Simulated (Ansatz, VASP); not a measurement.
**ZnSe in VASP and in Ansatz**

File INCAR:

```
SYSTEM = ZnSe
  ALGO = Normal
  EDIFF = 1E-7
  ENCUT = 520
  GGA = PE
  ISIF = 2
  ISMEAR = 0
  LASPH = .True.
  LCHARG = .False.
  LREAL = .False.
  LWAVE = .False.
  NBANDS = 16
  NELM = 100
  PREC = Accurate
  SIGMA = 0.05
```

Contents of KPOINTS:

```
k-points
0
Gamma
  10 10 10
  0 0 0
```

POSCAR

```
ZnSe
1.0
    0.0000000000      2.6677723361      3.0096709568
    3.0096709568      0.0000000000      3.0096709568
    3.0096709568      2.6677723361      0.0000000000
Zn Se
1 1
Direct
    0.0000000000      0.0000000000      0.0000000000
    0.7500000000      0.7500000000      0.7500000000
```

Input for Ansatz:

```yaml
crystal:
  lattice:
    - [0.0, 2.6677723361, 3.0096709568]
    - [3.0096709568, 0.0, 3.0096709568]
    - [3.0096709568, 2.6677723361, 0.0]
  atoms:
    - { symbol: Zn, position: [0.0, 0.0, 0.0] }
    - { symbol: Se, position: [0.75, 0.75, 0.75] }
basis:
  ecutwfc: 520.0
kpoints:
  mp_grid: { grid: [10, 10, 10] }
hamiltonian:
  xc: pbe
  pseudopotentials: { kind: paw, azcp: { folder: soft_1 } }
scf:
  occupations: { method: gaussian, width: 0.05 }
output:
  forces: true
  stress: true
  eigenvalues: true
```

Alike in both runs: task single point; functional PBE; k mesh 10 × 10 × 10; occupations gaussian, width 0.05 eV; no spin polarisation.

|  | VASP | Ansatz |
| --- | --- | --- |
| version | VASP 6.6.1 | Ansatz 0.2.0 |
| potentials or method | VASP PAW PBE potentials, release 64 (Zn, Se), cutoff 520 eV | scalar-relativistic, plane waves, PAW |
| valence electrons in the cell | 18 | 28 |

Ansatz gave:

```
gap on the k mesh at the Fermi level (eV)                     : 0.78
least direct gap on the mesh (eV)                             : 0.78
pressure (GPa)                                                : -1.6
traceless stress, the component that is largest in VASP (GPa) : 2.27
```

Question: Estimate VASP's values.

Answer: gap on the k mesh at the Fermi level (eV): 0.79; least direct gap on the mesh (eV): 0.79; pressure (GPa): -1.4; traceless stress, the component that is largest in VASP (GPa): 2.26.

VASP's potentials hold 18 valence electrons a cell and Ansatz's 28, so a difference there can come from the potentials and not from the codes.
